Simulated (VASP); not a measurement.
# Nb2Te6Mo in VASP: notebook

Nb2Te6Mo is run at these levels: PBE; tasks: single point.

Everything below comes from runs of VASP 6.6.1. Logs are shortened: lines on timing, memory, paths and dates and some standing lists are left out, and cuts for length are marked.

## Step 1: The cell of the first run

The typed cell holds 9 atoms: a = 3.624 Å, b = 3.622 Å, c = 22.800 Å, α = 89.76°, β = 90.03°, γ = 120.01°.

## Step 2: Single point, PBE

Input file INCAR:

```
SYSTEM = Nb2Te6Mo
ALGO = Normal ; EDIFF = 1E-6
ENCUT = 520 ; GGA = PE
ISIF = 2 ; ISMEAR = 0
LASPH = .True. ; LCHARG = .False.
LREAL = .False. ; LWAVE = .False.
NBANDS = 48 ; NELM = 60
PREC = Accurate ; SIGMA = 0.2
```

Input file KPOINTS:

```
k-points
0
Gamma
  6 6 1
  0 0 0
```

Input file POSCAR:

```
Nb2Te6Mo
1.0
    3.6244523572      0.0002639041     -0.0010574087
   -1.8120529398      3.1362636015      0.0077642914
   -0.0070461664      0.0512965965     22.7994438028
Nb Te Mo
2 6 1
Direct
    0.0006719480      0.0021241802      0.8325085631
   -0.0068414433     -0.0116857663      0.1671223147
    0.6608086064      0.3242865493      0.0849290406
    0.6738112354      0.3449471272      0.4210425607
    0.6681911062      0.3381632813      0.7502899103
    0.3331620091      0.6665852408      0.9147121091
    0.3248906538      0.6522989890      0.2493176365
    0.3388896208      0.6738213905      0.5796990458
    0.0064162636      0.0094590083      0.5003788191
```

Potentials or basis: VASP PAW PBE potentials, release 64 (Nb_sv, Te, Mo_sv).

Run with:

```sh
> cat potpaw_PBE.64/Nb_sv/POTCAR potpaw_PBE.64/Te/POTCAR potpaw_PBE.64/Mo_sv/POTCAR > POTCAR
> mpirun -np 1 vasp_std > vasp.out
```

OUTCAR:

```text
SYSTEM = Nb2Te6Mo
   EDIFF = 1E-6
   ENCUT = 520
   GGA = PE
   ISIF = 2
   ISMEAR = 0
   LASPH = .True.
   LREAL = .False.
   NELM = 60
   PREC = Accurate

 ion  position               nearest neighbor table
   1  0.001  0.002  0.833-   6 2.81   5 2.81   6 2.81   5 2.81   6 2.81   5 2.81
   2  0.993  0.988  0.167-   7 2.81   7 2.81   3 2.81   3 2.81   3 2.81   7 2.81
   3  0.661  0.324  0.085-   2 2.81   2 2.81   2 2.81
   4  0.674  0.345  0.421-   9 2.77   9 2.77   9 2.77
   5  0.668  0.338  0.750-   1 2.81   1 2.81   1 2.81
   6  0.333  0.667  0.915-   1 2.81   1 2.81   1 2.81
   7  0.325  0.652  0.249-   2 2.81   2 2.81   2 2.81
   8  0.339  0.674  0.580-   9 2.76   9 2.77   9 2.77
   9  0.006  0.009  0.500-   8 2.76   4 2.77   4 2.77   8 2.77   8 2.77   4 2.77

  LATTYP: Found a triclinic cell.
 ALAT       =     3.6221189267
 B/A-ratio  =     1.0001103583
 C/A-ratio  =     6.5333277143
 COS(alpha) =     0.0033143793
 COS(beta)  =     0.2337648632
 COS(gamma) =     0.4994107805

  Lattice vectors:

 A1 = (   1.8120529398,  -3.1362636015,  -0.0077642914)
 A2 = (  -1.8123994174,  -3.1365275056,  -0.0067068827)
 A3 = (   5.4435514634,  -3.1872962939, -22.8082655029)

Analysis of symmetry for initial positions (statically):
=====================================================================
 Subroutine PRICEL returns:
 Original cell was already a primitive cell.

 Routine SETGRP: Setting up the symmetry group for a
 triclinic supercell.

 Subroutine GETGRP returns: Found  1 space group operations
 (whereof  1 operations were pure point group operations)
 out of a pool of  2 trial point group operations.

The static configuration has the point symmetry C_1 .

Analysis of symmetry for dynamics (positions and initial velocities):
=====================================================================
 Subroutine PRICEL returns:
 Original cell was already a primitive cell.

 Routine SETGRP: Setting up the symmetry group for a
 triclinic supercell.

 Subroutine GETGRP returns: Found  1 space group operations
 (whereof  1 operations were pure point group operations)
 out of a pool of  2 trial point group operations.

The dynamic configuration has the point symmetry C_1 .

 Subroutine INISYM returns: Found  1 space group operations
 (whereof  1 operations are pure point group operations),
 and found     1 'primitive' translations

----------------------------------------------------------------------------------------
[... 109 lines left out ...]
   ISYM   =      2    0-nonsym 1-usesym 2-fastsym
   POTIM  = 0.5000    time-step for ionic-motion
   TEBEG  =    0.0;   TEEND  =   0.0 temperature during run
   PSTRESS=    0.0 pullay stress
   NELECT =      76.0000    total number of electrons
   NUPDOWN=      -1.0000    fix difference up-down
   EMIN   =  10.00;   EMAX   =-10.00  energy-range for DOS
   EFERMI =   0.00;   METHOD = LEGACY
   ISMEAR =     0;   SIGMA  =   0.20  broadening in eV -4-tet -1-fermi 0-gaus
   EFERMI_NEDOS =   21; number of points for ismear=-14 and -15
   IALGO  =     38    algorithm
   IMIX   =      4    mixing-type and parameters
     AMIX     =   0.40;   BMIX     =  1.00
     AMIX_MAG =   1.60;   BMIX_MAG =  1.00
  volume/ion in A,a.u.               =      28.80       194.33
  Fermi-wavevector in a.u.,A,eV,Ry     =   1.087629  2.055322 16.094847  1.182938
  Thomas-Fermi vector in A             =   2.223793
   LORBIT       =      0    0 simple, 1 ext, 2 COOP (PROOUT), +10 PAW based schemes
   GGA     = PE    functional components
   LHFCALC =     F    Hartree Fock is set to
   AEXX    =    0.0000 exact exchange contribution
   IVDW    =     0    specifies the selected vdW correction
   LEPSILON=     F    determine dielectric tensor
   LRPA    =     F    only Hartree local field effects (RPA)
 non-spin polarized calculation
 Gauss-broadening in eV      SIGMA  =   0.20
  energy-cutoff  :      520.00
  volume of cell :      259.18
 maximum number of plane-waves:      7010
   NGX = 13   NGY = 13   NGZ = 85

 number of electron      76.0000000 magnetization

 Free energy of the ion-electron system (eV)
  ---------------------------------------------------
  ext. energy  EPLUGINS =         0.00000000
  ---------------------------------------------------
  free energy    TOTEN  =       -53.09062564 eV

  energy without entropy =      -52.97539391  energy(sigma->0) =      -53.03300977

 E-fermi :   6.9938     XC(G=0):  -9.6612

 val. band max:        6.9692901679   @ k =  -0.3333   0.1667  -0.0000
 cond. band min:       7.0467560243   @ k =  -0.1667   0.3333  -0.0000
 fundamental gap:      0.0774658564
 Fermi energy:         6.9938486252

 k-point     1 :       0.0000    0.0000    0.0000
  band No.  band energies     occupation
      1     -54.4725      2.00000
      2     -48.3726      2.00000
      3     -48.3725      2.00000
      4     -28.5548      2.00000
      5     -28.5536      2.00000
      6     -28.5184      2.00000
[... 1009 lines left out ...]
     47       9.7929      0.00000
     48      10.2336      0.00000

------------------------ aborting loop because EDIFF is reached ----------------------------------------

  FORCE on cell =-STRESS in cart. coord.  units (eV):
  Direction    XX          YY          ZZ          XY          YZ          ZX
  --------------------------------------------------------------------------------------
  -------------------------------------------------------------------------------------
  Total       -0.2408895     -0.1629374     -0.0895246     -0.0148608     -0.0218545      0.0181471
  in kB       -1.4891324     -1.0072473     -0.5534235     -0.0918665     -0.1351005      0.1121816
  external PRESSURE =      -1.0166011 kB  Pullay stress =       0.0000000 kB

 VOLUME and BASIS-vectors are now :
 -----------------------------------------------------------------------------
  energy-cutoff  :      520.00
  volume of cell :      259.18
      direct lattice vectors                 reciprocal lattice vectors
     3.624452357  0.000263904 -0.001057409     0.275892065  0.159404059 -0.000273380
    -1.812052940  3.136263602  0.007764291    -0.000023425  0.318838991 -0.000717365
    -0.007046166  0.051296596 22.799443803     0.000012803 -0.000101187  0.043860951

 POSITION                                       TOTAL-FORCE (eV/Angst)
 -----------------------------------------------------------------------------------
     -0.00728      0.04937     18.98075        -0.003059      0.005300     -0.005596
      1.80760      3.10845      3.81692        -0.007430      0.000082      0.002143
      1.80685      1.02158      1.93815        -0.001521     -0.001585      0.007364
      1.81417      1.10362      9.60150        -0.000074      0.003215     -0.013908
      1.80377      1.09923     17.10811         0.002393     -0.001691      0.019342
     -0.00680      2.13760     20.85975         0.000819     -0.004145     -0.009789
     -0.00621      2.05866      5.68902         0.009329      0.003882     -0.012485
      0.00320      2.14311     13.22169         0.000311     -0.003141      0.015559
      0.00259      0.05534     11.40843        -0.000770     -0.001917     -0.002629
 -----------------------------------------------------------------------------------
    total drift:                                0.000008     -0.000075     -0.000031

  FREE ENERGIE OF THE ION-ELECTRON SYSTEM (eV)
  ---------------------------------------------------
  free  energy   TOTEN  =       -53.0906256362 eV

  energy  without entropy=      -52.9753939113  energy(sigma->0) =      -53.03300977
```

OSZICAR:

```text
N       E                     dE             d eps       ncg     rms          rms(c)
DAV:   1     0.641640058996E+03    0.64164E+03   -0.36518E+04  2128   0.141E+03
DAV:   2     0.936108298017E+00   -0.64070E+03   -0.62173E+03  2560   0.413E+02
DAV:   3    -0.506831869322E+02   -0.51619E+02   -0.50300E+02  2760   0.104E+02
DAV:   4    -0.551619546890E+02   -0.44788E+01   -0.44433E+01  3400   0.296E+01
[... 11 lines left out ...]
DAV:  16    -0.530906430625E+02    0.86933E-04   -0.66743E-04  3032   0.978E-02    0.996E-02
DAV:  17    -0.530906413226E+02    0.17399E-05   -0.16812E-04  2528   0.475E-02    0.536E-02
DAV:  18    -0.530906241973E+02    0.17125E-04   -0.13518E-04  2432   0.474E-02    0.246E-02
DAV:  19    -0.530906252171E+02   -0.10197E-05   -0.20859E-05  2400   0.205E-02    0.195E-02
DAV:  20    -0.530906256362E+02   -0.41912E-06   -0.44067E-06  2088   0.886E-03
   1 F= -.53090626E+02 E0= -.53033010E+02  d E =-.115232E+00
```

stdout:

```text
POSCAR found type information on POSCAR NbTeMo
 POSCAR found :  3 types and       9 ions
 scaLAPACK will be used
 LDA part: xc-table for (Slater+PW92), standard interpolation
 POSCAR, INCAR and KPOINTS ok, starting setup
 FFT: planning ... GRIDC
 FFT: planning ... GRID_SOFT
 FFT: planning ... GRID
 WAVECAR not read
 entering main loop
```

Run time: 4.8 min. Hardware: 1 thread of AMD EPYC 9R45 (Zen 5), shared host; peak memory 0.45 GiB.

What came out:

- Free energy: -53.0906 eV
- Pressure: -0.1 GPa
- Largest force: 0.020 eV/Å
- Band gap on the k mesh: zero (band 38 reaches 7.18 eV, above the bottom of band 39 at 6.38 eV)

Forces on the atoms (eV/Å):
```
Nb  -0.003  0.005 -0.006
Nb  -0.007  0.000  0.002
Te  -0.002 -0.002  0.007
Te   0.000  0.003 -0.014
Te   0.002 -0.002  0.019
Te   0.001 -0.004 -0.010
Te   0.009  0.004 -0.012
Te   0.000 -0.003  0.016
Mo  -0.001 -0.002 -0.003
```

Caveat: spin-orbit coupling is left out, which moves the levels of the heavy elements.

## Step 3: Single point, PBE

Input file INCAR:

```
SYSTEM = Nb2Te6Mo
PREC = Accurate
ENCUT = 520
EDIFF = 1E-7
ISMEAR = 0
SIGMA = 0.1
LREAL = .False.
LASPH = .True.
NELM = 80
ALGO = Normal
ISIF = 2
LWAVE = .False.
LCHARG = .True.
GGA = PE
LELF = .True.
LVHAR = .True.
NBANDS = 48
```

Input file KPOINTS:

```
Automatic mesh
0
Gamma
  12 12 2
  0 0 0
```

Input file POSCAR:

```
Nb2Te6Mo
1.0
    3.6310235042     -0.0000000289      0.0000000000
   -1.8155117271      3.1445586108      0.0000000000
    0.0000000000      0.0000000000     22.7056200000
Nb Te Mo
2 6 1
Direct
    0.0000000000      0.0000000000      0.8370380000
    0.0000000000      0.0000000000      0.1629620000
    0.6666666667      0.3333333333      0.0810110000
    0.6666666667      0.3333333333      0.4206710000
    0.6666666667      0.3333333333      0.7545640000
    0.3333333333      0.6666666667      0.9189890000
    0.3333333333      0.6666666667      0.2454360000
    0.3333333333      0.6666666667      0.5793290000
    0.0000000000      0.0000000000      0.5000000000
```

Potentials or basis: VASP PAW PBE potentials, release 64 (Nb_sv, Te, Mo_sv).

Run with:

```sh
> cat potpaw_PBE.64/Nb_sv/POTCAR potpaw_PBE.64/Te/POTCAR potpaw_PBE.64/Mo_sv/POTCAR > POTCAR
> mpirun -np 1 vasp_std > vasp.out
```

It took 11 min on 1 thread of AMD EPYC 9R45 (Zen 5), shared host; peak memory 0.62 GiB.

The run converged. Its results:

```
Free energy            : -53.0192 eV
Pressure               : -0.1 GPa
Largest force          : 0.013 eV/Å
Band gap on the k mesh : zero (band 38 reaches 7.23 eV, above the bottom of band 39 at 6.38 eV)
```

Forces on the atoms (eV/Å):
```
Nb   0.000  0.000  0.001
Nb   0.000  0.000 -0.001
Te   0.000  0.000  0.006
Te   0.000  0.000 -0.013
Te   0.000  0.000  0.005
Te   0.000  0.000 -0.006
Te   0.000  0.000 -0.005
Te   0.000  0.000  0.013
Mo   0.000  0.000  0.000
```

Levels at points of the mesh, in eV from the Fermi level:
| k point | band 34 | band 35 | band 36 | band 37 | band 38 | band 39 | band 40 | band 41 | band 42 | band 43 |
| --- | --- | --- | --- | --- | --- | --- | --- | --- | --- | --- |
| (0.00, 0.00, 0.00) | -0.27 | 0.11 | 0.16 | 0.16 | 0.16 | 0.16 | 0.93 | 0.93 | 1.23 | 1.23 |
| (0.50, 0.00, 0.00) | -1.55 | -1.08 | -0.92 | -0.91 | -0.55 | -0.45 | 0.36 | 0.90 | 1.67 | 1.67 |
| (0.00, 0.00, 0.50) | -0.30 | 0.11 | 0.16 | 0.16 | 0.16 | 0.16 | 0.93 | 0.93 | 1.23 | 1.23 |
| (0.50, 0.00, 0.50) | -1.62 | -1.09 | -0.92 | -0.91 | -0.55 | -0.45 | 0.36 | 0.90 | 1.67 | 1.67 |

Caveat: spin-orbit coupling is left out, which moves the levels of the heavy elements; this functional lacks dispersion, which binds the layers, so the pressure and a relaxed spacing across them are unreliable.
